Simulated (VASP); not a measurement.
# Ni (Fm-3m) in VASP: further runs

Runs on Ni. Level: LDA. Tasks: single point, relaxation of cell and atoms.

Program: VASP 6.6.1. These are calculated values, not measurements. Logs are shortened: lines on timing, memory, paths and dates and some standing lists are left out, and cuts for length are marked.

## Step 1: The cell of the first run

The structure is cubic, space group Fm-3m (No. 225). Conventional cell: a = 3.524 Å, b = 3.524 Å, c = 3.524 Å, α = 90.00°, β = 90.00°, γ = 90.00°. Ni (site symmetry m-3m) has 12 Ni at 2.49 Å within 3.3 Å.

## Step 2: Single point, LDA, collinear spin, ferromagnetic start

The input, INCAR:

```
ALGO = Normal
EDIFF = 1E-6
ENCUT = 520
ISIF = 2
ISMEAR = 0
ISPIN = 2
LASPH = T
LCHARG = F
LMAXMIX = 4
LORBIT = 11
LREAL = F
LWAVE = F
MAGMOM = 2
NBANDS = 15
NELM = 150
PREC = Accurate
SIGMA = 0.1
```

The input, KPOINTS:

```
k-points
0
Gamma
  8 8 8
```

The input, POSCAR:

```
Ni
1.0
    0.0000000000      1.7619350000      1.7619350000
    1.7619350000      0.0000000000      1.7619350000
    1.7619350000      1.7619350000      0.0000000000
Ni
1
Direct
    0.0000000000      0.0000000000      0.0000000000
```

Potentials or basis: VASP PAW LDA potentials, release 64 (Ni).

On the command line:

```
$ cat potpaw_LDA.64/Ni/POTCAR > POTCAR
$ mpirun -np 1 vasp_std > vasp.out
```

OUTCAR:

```text
EDIFF = 1E-6
   ENCUT = 520
   ISIF = 2
   ISMEAR = 0
   ISPIN = 2
   LASPH = T
   LORBIT = 11
   LREAL = F
   NELM = 150
   PREC = Accurate

 ion  position               nearest neighbor table
   1  0.000  0.000  0.000-

  LATTYP: Found a face centered cubic cell.
 ALAT       =     3.5238700000

  Lattice vectors:

 A1 = (   0.0000000000,   1.7619350000,   1.7619350000)
 A2 = (   1.7619350000,   0.0000000000,   1.7619350000)
 A3 = (   1.7619350000,   1.7619350000,   0.0000000000)

Analysis of symmetry for initial positions (statically):
=====================================================================
 Subroutine PRICEL returns:
 Original cell was already a primitive cell.

 Routine SETGRP: Setting up the symmetry group for a
 face centered cubic supercell.

 Subroutine GETGRP returns: Found 48 space group operations
 (whereof 48 operations were pure point group operations)
 out of a pool of 48 trial point group operations.

The static configuration has the point symmetry O_h .

Analysis of symmetry for dynamics (positions and initial velocities):
=====================================================================
 Subroutine PRICEL returns:
 Original cell was already a primitive cell.

 Routine SETGRP: Setting up the symmetry group for a
 face centered cubic supercell.

 Subroutine GETGRP returns: Found 48 space group operations
 (whereof 48 operations were pure point group operations)
 out of a pool of 48 trial point group operations.

The dynamic configuration has the point symmetry O_h .

Analysis of structural, dynamic, and magnetic symmetry:
=====================================================================
 Subroutine PRICEL returns:
 Original cell was already a primitive cell.

 Routine SETGRP: Setting up the symmetry group for a
 face centered cubic supercell.

 Subroutine GETGRP returns: Found 48 space group operations
 (whereof 48 operations were pure point group operations)
 out of a pool of 48 trial point group operations.

The overall configuration has the point symmetry O_h .

 Subroutine INISYM returns: Found 48 space group operations
 (whereof 48 operations are pure point group operations),
 and found     1 'primitive' translations

----------------------------------------------------------------------------------------

                                     Primitive cell

  volume of cell :      10.9396

  direct lattice vectors                    reciprocal lattice vectors
     0.000000000  1.761935000  1.761935000    -0.283778914  0.283778914  0.283778914
     1.761935000  0.000000000  1.761935000     0.283778914 -0.283778914  0.283778914
     1.761935000  1.761935000  0.000000000     0.283778914  0.283778914 -0.283778914

  length of vectors
     2.491752373  2.491752373  2.491752373     0.491519496  0.491519496  0.491519496

  position of ions in fractional coordinates (direct lattice)
     0.000000000  0.000000000  0.000000000

  ion indices of the primitive-cell ions
   primitive index   ion index
                 1           1

----------------------------------------------------------------------------------------

 KPOINTS: k-points

Automatic generation of k-mesh.
 Grid dimensions read from file:
 generate k-points for:    8    8    8

 Generating k-lattice:

  Cartesian coordinates                     Fractional coordinates (reciprocal lattice)
    -0.035472364  0.035472364  0.035472364     0.125000000  0.000000000  0.000000000
     0.035472364 -0.035472364  0.035472364     0.000000000  0.125000000  0.000000000
     0.035472364  0.035472364 -0.035472364     0.000000000  0.000000000  0.125000000

  Length of vectors
     0.061439937  0.061439937  0.061439937

  Shift w.r.t. Gamma in fractional coordinates (k-lattice)
     0.000000000  0.000000000  0.000000000

 Subroutine IBZKPT returns following result:
 ===========================================

 Found     29 irreducible k-points:

 Following reciprocal coordinates:
            Coordinates               Weight
  0.000000  0.000000  0.000000      1.000000
  0.125000  0.000000  0.000000      8.000000
  0.250000  0.000000  0.000000      8.000000
  0.375000  0.000000  0.000000      8.000000
  0.500000  0.000000  0.000000      4.000000
  0.125000  0.125000  0.000000      6.000000
[... 16 lines left out ...]
  0.500000  0.250000  0.125000     48.000000
 -0.375000  0.250000  0.125000     24.000000
 [... further k-points ...]
   k-points           NKPTS =     29   k-points in BZ     NKDIM =     29   number of bands    NBANDS=     15
   number of dos      NEDOS =    301   number of ions     NIONS =      1
   total plane-waves  NPLWV =   8000
   dimension x,y,z NGX =    20 NGY =   20 NGZ =   20
   dimension x,y,z NGXF=    40 NGYF=   40 NGZF=   40
   ions per type =               1
   NGX,Y,Z   is equivalent  to a cutoff of  13.34, 13.34, 13.34 a.u.
   NGXF,Y,Z  is equivalent  to a cutoff of  26.69, 26.69, 26.69 a.u.
 SYSTEM =  unknown system
   PREC   = accura    normal or accurate (medium, high low for compatibility)
   ISTART =      0    job   : 0-new  1-cont  2-samecut
   ICHARG =      2    charge: 1-file 2-atom 10-const
   ISPIN  =      2    spin polarized calculation?
   LNONCOLLINEAR =      F non collinear calculations
   LSORBIT =      F    spin-orbit coupling
   LASPH  =      T    aspherical Exc in radial PAW
   ENCUT  =  520.0 eV  38.22 Ry    6.18 a.u.   4.63  4.63  4.63*2*pi/ulx,y,z
   NELM   =    150;   NELMIN=  2; NELMDL= -5     # of ELM steps
   EDIFF  = 0.1E-05   stopping-criterion for ELM
   LREAL  =      F    real-space projection
   EDIFFG = 0.1E-04   stopping-criterion for IOM
   NSW    =      0    number of steps for IOM
   IBRION =     -1    ionic relax: 0-MD 1-quasi-New 2-CG
   NFREE  =      0    steps in history (QN), initial steepest desc. (CG)
   ISIF   =      2    stress and relaxation
   ISYM   =      2    0-nonsym 1-usesym 2-fastsym
   POTIM  = 0.5000    time-step for ionic-motion
   TEBEG  =    0.0;   TEEND  =   0.0 temperature during run
   PSTRESS=    0.0 pullay stress
   NELECT =      10.0000    total number of electrons
   NUPDOWN=      -1.0000    fix difference up-down
   EMIN   =  10.00;   EMAX   =-10.00  energy-range for DOS
   EFERMI =   0.00;   METHOD = LEGACY
   ISMEAR =     0;   SIGMA  =   0.10  broadening in eV -4-tet -1-fermi 0-gaus
   EFERMI_NEDOS =   21; number of points for ismear=-14 and -15
   IALGO  =     38    algorithm
   IMIX   =      4    mixing-type and parameters
     AMIX     =   0.40;   BMIX     =  1.00
     AMIX_MAG =   1.60;   BMIX_MAG =  1.00
  volume/ion in A,a.u.               =      10.94        73.82
  Fermi-wavevector in a.u.,A,eV,Ry     =   1.588821  3.002436 34.345893  2.524352
  Thomas-Fermi vector in A             =   2.687765
   LORBIT       =     11    0 simple, 1 ext, 2 COOP (PROOUT), +10 PAW based schemes
   GGA     = CA    functional components
   LHFCALC =     F    Hartree Fock is set to
   AEXX    =    0.0000 exact exchange contribution
   IVDW    =     0    specifies the selected vdW correction
   LEPSILON=     F    determine dielectric tensor
   LRPA    =     F    only Hartree local field effects (RPA)
 spin polarized calculation
 Gauss-broadening in eV      SIGMA  =   0.10
  energy-cutoff  :      520.00
  volume of cell :       10.94
 maximum number of plane-waves:       304
   NGX =  9   NGY =  9   NGZ =  9

 number of electron      10.0000010 magnetization       0.6992865

 Free energy of the ion-electron system (eV)
  ---------------------------------------------------
  ext. energy  EPLUGINS =         0.00000000
  ---------------------------------------------------
  free energy    TOTEN  =        -6.52536473 eV

  energy without entropy =       -6.51595649  energy(sigma->0) =       -6.52066061

 E-fermi :   8.9353     XC(G=0): -13.5823

 val. band max:        8.9153114845   @ k =  -0.2500   0.3750   0.1250
 cond. band min:       8.9606660241   @ k =   0.3750   0.3750   0.0000
 fundamental gap:      0.0453545396
 Fermi energy:         8.9353119667

 spin component 1

 k-point     1 :       0.0000    0.0000    0.0000
  band No.  band energies     occupation
      1      -0.0111      1.00000
      2       6.5522      1.00000
      3       6.5522      1.00000
      4       6.5522      1.00000
      5       7.6868      1.00000
      6       7.6868      1.00000
      7      32.6775      0.00000
      8      36.3780      0.00000
      9      36.3780      0.00000
     10      36.3780      0.00000
     11      39.3146      0.00000
     12      39.3146      0.00000
     13      39.3146      0.00000
     14      42.5375      0.00000
     15      48.4306      0.00000

 k-point     2 :       0.1250    0.0000    0.0000
  band No.  band energies     occupation
      1       0.5892      1.00000
      2       6.4106      1.00000
      3       6.6717      1.00000
      4       6.6717      1.00000
      5       7.6457      1.00000
      6       7.6457      1.00000
      7      29.6855      0.00000
      8      33.6693      0.00000
      9      35.3414      0.00000
     10      35.3414      0.00000
     11      40.5895      0.00000
     12      40.8942      0.00000
     13      40.8942      0.00000
     14      45.1329      0.00000
     15      45.1329      0.00000
[... 365 lines left out ...]
      3       6.2332      1.00000
      4       7.2940      1.00000
      5       8.0589      1.00000
      6      10.0671      0.00000
      7      18.7224      0.00000
      8      24.3087      0.00000
      9      27.3977      0.00000
     10      34.9416      0.00000
     11      38.6728      0.00000
     12      43.0388      0.00000
     13      45.9587      0.00000
     14      50.8700      0.00000
     15      53.2498      0.00000

 k-point    24 :      -0.3750    0.2500    0.1250
  band No.  band energies     occupation
      1       5.0172      1.00000
      2       5.8568      1.00000
      3       6.4697      1.00000
      4       7.1680      1.00000
      5       8.2845      1.00000
      6      12.3132      0.00000
      7      14.9934      0.00000
      8      24.9101      0.00000
      9      25.6870      0.00000
     10      34.5430      0.00000
     11      38.6988      0.00000
     12      46.0295      0.00000
     13      48.3858      0.00000
     14      49.0699      0.00000
     15      50.5227      0.00000

 [... further k-points ...]

 spin component 2

 k-point     1 :       0.0000    0.0000    0.0000
  band No.  band energies     occupation
      1       0.0568      1.00000
      2       7.2470      1.00000
      3       7.2470      1.00000
      4       7.2470      1.00000
      5       8.3428      1.00000
      6       8.3428      1.00000
      7      32.6814      0.00000
      8      36.4569      0.00000
      9      36.4569      0.00000
     10      36.4569      0.00000
     11      39.5157      0.00000
     12      39.5157      0.00000
     13      39.5157      0.00000
     14      42.5286      0.00000
     15      48.6366      0.00000

 k-point     2 :       0.1250    0.0000    0.0000
  band No.  band energies     occupation
      1       0.6585      1.00000
      2       7.0884      1.00000
      3       7.3694      1.00000
      4       7.3694      1.00000
      5       8.3001      1.00000
      6       8.3001      1.00000
      7      29.8285      0.00000
      8      33.6953      0.00000
      9      35.4781      0.00000
     10      35.4781      0.00000
     11      40.6468      0.00000
     12      41.0166      0.00000
     13      41.0166      0.00000
     14      45.3484      0.00000
     15      45.3484      0.00000
[... 365 lines left out ...]
      3       6.8379      1.00000
      4       7.9442      1.00000
      5       8.7833      0.98422
      6      10.6011      0.00000
      7      18.9836      0.00000
      8      24.4886      0.00000
      9      27.5629      0.00000
     10      35.0536      0.00000
     11      38.7949      0.00000
     12      43.1996      0.00000
     13      46.0465      0.00000
     14      51.0835      0.00000
     15      53.8735      0.00000

 k-point    24 :      -0.3750    0.2500    0.1250
  band No.  band energies     occupation
      1       5.5133      1.00000
      2       6.3408      1.00000
      3       7.0424      1.00000
      4       7.8132      1.00000
      5       9.0328      0.08401
      6      12.6378      0.00000
      7      15.3613      0.00000
      8      25.0842      0.00000
      9      25.8629      0.00000
     10      34.6363      0.00000
     11      38.8465      0.00000
     12      46.1072      0.00000
     13      48.5220      0.00000
     14      49.2555      0.00000
     15      50.8742      0.00000

 [... further k-points ...]

------------------------ aborting loop because EDIFF is reached ----------------------------------------

  FORCE on cell =-STRESS in cart. coord.  units (eV):
  Direction    XX          YY          ZZ          XY          YZ          ZX
  --------------------------------------------------------------------------------------
  -------------------------------------------------------------------------------------
  Total       -1.1895406     -1.1895406     -1.1895406      0.0000000      0.0000000      0.0000000
  in kB     -174.2168760   -174.2168760   -174.2168760      0.0000000      0.0000000      0.0000000
  external PRESSURE =    -174.2168760 kB  Pullay stress =       0.0000000 kB

 VOLUME and BASIS-vectors are now :
 -----------------------------------------------------------------------------
  energy-cutoff  :      520.00
  volume of cell :       10.94
      direct lattice vectors                 reciprocal lattice vectors
     0.000000000  1.761935000  1.761935000    -0.283778914  0.283778914  0.283778914
     1.761935000  0.000000000  1.761935000     0.283778914 -0.283778914  0.283778914
     1.761935000  1.761935000  0.000000000     0.283778914  0.283778914 -0.283778914

 POSITION                                       TOTAL-FORCE (eV/Angst)
 -----------------------------------------------------------------------------------
      0.00000      0.00000      0.00000         0.000000      0.000000      0.000000
 -----------------------------------------------------------------------------------
    total drift:                                0.000000      0.000000      0.000000

  FREE ENERGIE OF THE ION-ELECTRON SYSTEM (eV)
  ---------------------------------------------------
  free  energy   TOTEN  =        -6.5253647269 eV

  energy  without entropy=       -6.5159564861  energy(sigma->0) =       -6.52066061

 total charge

# of ion       s       p       d       tot
------------------------------------------
    1        0.498   0.496   8.315   9.309

 magnetization (x)

# of ion       s       p       d       tot
------------------------------------------
    1       -0.001  -0.013   0.715   0.701
```

Wall time 22 s (1 thread of Intel Xeon 8259CL, shared host); peak memory 0.12 GiB.

What came out:

```yaml
Free_energy: -6.5254 eV
Pressure: -17.4 GPa
Net_moment: 0.70 μB per cell
Site_moments: Ni +0.70 μB
Valence_electrons_inside_the_program's_atomic_spheres: Ni 9.31
```

Caveat: the k points lie up to 0.39 Å⁻¹ apart.

## Step 3: Single point, LDA, collinear spin, ferromagnetic start

This run uses another cell than the first one, of 10.06 Å³/atom.

The input, INCAR:

```
SYSTEM = Ni
  PREC = Accurate
  ENCUT = 520
  EDIFF = 1E-7
  ISMEAR = 0
  SIGMA = 0.1
  LREAL = .FALSE.
  LASPH = .TRUE.
  NELM = 150
  ALGO = Fast
  ISIF = 2
  LWAVE = .FALSE.
  LCHARG = .FALSE.
  ISPIN = 2
  MAGMOM = 0.8
  LORBIT = 11
  LMAXMIX = 4
  GGA = CA
  NBANDS = 15
```

The input, KPOINTS:

```
Automatic mesh
0
G
  10 10 10
  0 0 0
```

The input, POSCAR:

```
Ni
1.0
    0.0000000000      1.7136193417      1.7136193417
    1.7136193417      0.0000000000      1.7136193417
    1.7136193417      1.7136193417      0.0000000000
Ni
1
Direct
    0.0000000000      0.0000000000      0.0000000000
```

Potentials or basis: VASP PAW LDA potentials, release 64 (Ni).

On the command line:

```
$ cat potpaw_LDA.64/Ni/POTCAR > POTCAR
$ mpirun -np 1 vasp_std > vasp.out
```

It took 28 s on 1 thread of Intel Xeon 8259CL, shared host; peak memory 0.12 GiB.

It converged, with:

| Item | Value |
| --- | --- |
| Free energy | -6.5792 eV |
| Pressure | -0.4 GPa |
| Net moment | 0.65 μB per cell |
| Site moments | Ni +0.65 μB |
| Valence electrons inside the program's atomic spheres | Ni 9.47 |

Levels at points of the mesh, in eV from the Fermi level:
Spin up:
```tsv
k point	band 2	band 3	band 4	band 5	band 6	band 7	band 8	band 9
(0.00, 0.00, 0.00)	-2.60	-2.60	-2.60	-1.30	-1.30	24.42	28.79	28.79
(0.50, 0.00, 0.00)	-2.60	-2.60	-0.53	-0.53	-0.42	6.27	22.90	25.92
(0.50, 0.50, 0.00)	-4.60	-0.50	-0.36	-0.36	2.48	9.98	15.49	15.49
```
Spin down:
| k point | band 3 | band 4 | band 5 | band 6 | band 7 | band 8 |
| --- | --- | --- | --- | --- | --- | --- |
| (0.00, 0.00, 0.00) | -1.94 | -1.94 | -0.69 | -0.69 | 24.41 | 28.85 |
| (0.50, 0.00, 0.00) | -2.01 | -0.37 | 0.17 | 0.17 | 6.69 | 22.89 |
| (0.50, 0.50, 0.00) | 0.14 | 0.40 | 0.40 | 2.55 | 10.28 | 15.58 |

## Step 4: Relaxation of cell and atoms, LDA, collinear spin, ferromagnetic start

The input, INCAR:

```
ALGO     = Fast           # electronic algorithm
EDIFF    = 1E-7           # SCF threshold, eV
EDIFFG   = -0.05          # ionic threshold
ENCUT    = 600            # plane-wave cutoff, eV
IBRION   = 2              # ionic algorithm
ISIF     = 3              # what is computed and relaxed
ISMEAR   = 0              # smearing method
ISPIN    = 2              # spin polarisation
LASPH    = True           # aspherical terms in the spheres
LCHARG   = False          # write CHGCAR
LMAXMIX  = 4              # l up to which the mixer works
LORBIT   = 11             # projections on sites
LREAL    = False          # projectors in reciprocal space
LWAVE    = False          # write WAVECAR
MAGMOM   = 0.8            # initial moments
NELM     = 150            # most SCF steps
NSW      = 100            # ionic steps
PREC     = Accurate       # precision mode
SIGMA    = 0.1            # smearing width, eV
```

The input, KPOINTS:

```
k-points
0
Gamma
  10 10 10
```

The input, POSCAR:

```
Ni
1.0
    0.0000000000      1.7619350000      1.7619350000
    1.7619350000      0.0000000000      1.7619350000
    1.7619350000      1.7619350000      0.0000000000
Ni
1
Direct
    0.0000000000      0.0000000000      0.0000000000
```

On the command line:

```
$ cat potpaw_LDA.64/Ni/POTCAR > POTCAR
$ mpirun -np 1 vasp_std > vasp.out
```

Wall time 53 s (1 thread of Intel Xeon 8259CL, shared host); peak memory 0.13 GiB.

Results (log left out):

| Quantity | Value |
| --- | --- |
| Free energy | -6.5796 eV |
| Relaxed volume | 10.06 Å³/atom |
| Relaxed cell | a = 2.423 Å, b = 2.423 Å, c = 2.423 Å, α = 60.00°, β = 60.00°, γ = 60.00° |
| Space group after relaxing (to 0.1 Å) | Fm-3m (No. 225) |
| Energy gained by relaxing | 53.0 meV/atom |
| Ionic steps | 3 |
| Pressure after relaxing | -0.4 GPa |
| Net moment | 0.65 μB per cell |
| Site moments | Ni +0.65 μB |
| Valence electrons inside the program's atomic spheres | Ni 9.47 |

The path:
```tsv
step	energy change (eV)	largest force (eV/Å)	pressure (GPa)	volume (Å³)
1	0.0000	0.0000	-17.36	10.94
2	0.0183	0.0000	28.64	9.17
3	-0.0530	0.0000	-0.36	10.06
```

Final structure:
```
CELL_PARAMETERS angstrom
0.00000 1.71321 1.71321
1.71321 0.00000 1.71321
1.71321 1.71321 0.00000
ATOMIC_POSITIONS crystal
Ni 0.00000 0.00000 0.00000
```

Levels at points of the mesh, in eV from the Fermi level:
Spin up:
```csv
k point,band 2,band 3,band 4,band 5,band 6,band 7,band 8,band 9
"(0.00, 0.00, 0.00)",-2.60,-2.60,-2.60,-1.30,-1.30,24.42,28.81,28.81
"(0.50, 0.00, 0.00)",-2.61,-2.61,-0.53,-0.53,-0.42,6.27,22.91,25.94
"(0.50, 0.50, 0.00)",-4.60,-0.50,-0.36,-0.36,2.48,9.98,15.50,15.50
```
Spin down:
| k point | band 1 | band 2 | band 3 | band 4 | band 5 | band 6 | band 7 | band 8 | band 9 |
| --- | --- | --- | --- | --- | --- | --- | --- | --- | --- |
| (0.00, 0.00, 0.00) | -9.50 | -1.94 | -1.94 | -1.94 | -0.70 | -0.70 | 24.42 | 28.87 | 28.87 |
| (0.50, 0.00, 0.00) | -4.86 | -2.01 | -2.01 | -0.37 | 0.17 | 0.17 | 6.69 | 22.89 | 26.07 |
| (0.50, 0.50, 0.00) | -4.75 | -4.05 | 0.14 | 0.40 | 0.40 | 2.55 | 10.29 | 15.59 | 15.59 |

(Part 1 of 2 ends here.)
